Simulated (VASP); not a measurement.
Set up this calculation in VASP 6.6.1, as the native input.

| Quantity | Value |
| --- | --- |
| Task | single point |
| Functional | HF |
| Potentials or basis | VASP PAW PBE potentials, release 64 (Ba_sv, Te) |
| Cutoff | 520 eV |
| k mesh | 4 × 4 × 4 |
| Occupations | gaussian, width 0.01 eV |
| Spin | no spin polarisation |
| Dipole correction | no |
| Grid for exact exchange (PRECFOCK) | Normal |
| Further INCAR settings | ALGO = Normal; EDIFF = 1e-07; NBANDS = 15 |
| Share of exact exchange | 1 |

Crystal: BaTe.

```xyz
2
Lattice="0.0000 3.5334 3.5334 3.5334 0.0000 3.5334 3.5334 3.5334 0.0000" Properties=species:S:1:pos:R:3 pbc="T T T"
Ba    0.0000    0.0000    0.0000
Te    3.5334    3.5334    3.5334
```

The input as run:

POSCAR

```
BaTe
1.0
    0.0000000000      3.5333946272      3.5333946272
    3.5333946272      0.0000000000      3.5333946272
    3.5333946272      3.5333946272      0.0000000000
Ba Te
1 1
Direct
    0.0000000000      0.0000000000      0.0000000000
    0.5000000000      0.5000000000      0.5000000000
```

INCAR.step1

```
PREC = Accurate
ENCUT = 520
EDIFF = 1E-5
ISMEAR = 0
SIGMA = 0.01
LREAL = F
LASPH = T
NELM = 100
ALGO = Normal
ISIF = 2
LWAVE = T
LCHARG = F
GGA = PE
NBANDS = 15
```

INCAR.step2

```
PREC = Accurate
ENCUT = 520
EDIFF = 1E-7
ISMEAR = 0
SIGMA = 0.01
LREAL = F
LASPH = T
NELM = 100
ALGO = Normal
ISIF = 2
LWAVE = F
LCHARG = F
GGA = PE
LHFCALC = T
AEXX = 1.0
ALDAC = 0.0
AGGAC = 0.0
PRECFOCK = Normal
ISTART = 1
NBANDS = 15
```

KPOINTS

```
Automatic mesh
0
Gamma
  4 4 4
```

Potentials or basis: VASP PAW PBE potentials, release 64 (Ba_sv, Te).

Command:

```console
$ cat potpaw_PBE.64/Ba_sv/POTCAR potpaw_PBE.64/Te/POTCAR > POTCAR
$ cp INCAR.step1 INCAR
$ mpirun -np 1 vasp_std > vasp.out
$ cp INCAR.step2 INCAR
$ mpirun -np 1 vasp_std > vasp.out
```

It gave:

The pressure is 2.7 GPa and the band gap on the k mesh is 7.91 eV (least direct gap 8.45 eV).

Caveat: the PAW data sets were made with another functional, which shifts forces and pressure a little; spin-orbit coupling is left out, which moves the levels of the heavy elements.

It took 9.9 min on 1 thread of AMD EPYC 9R14 (Zen 4) (shared host), peak memory 0.22 GiB.
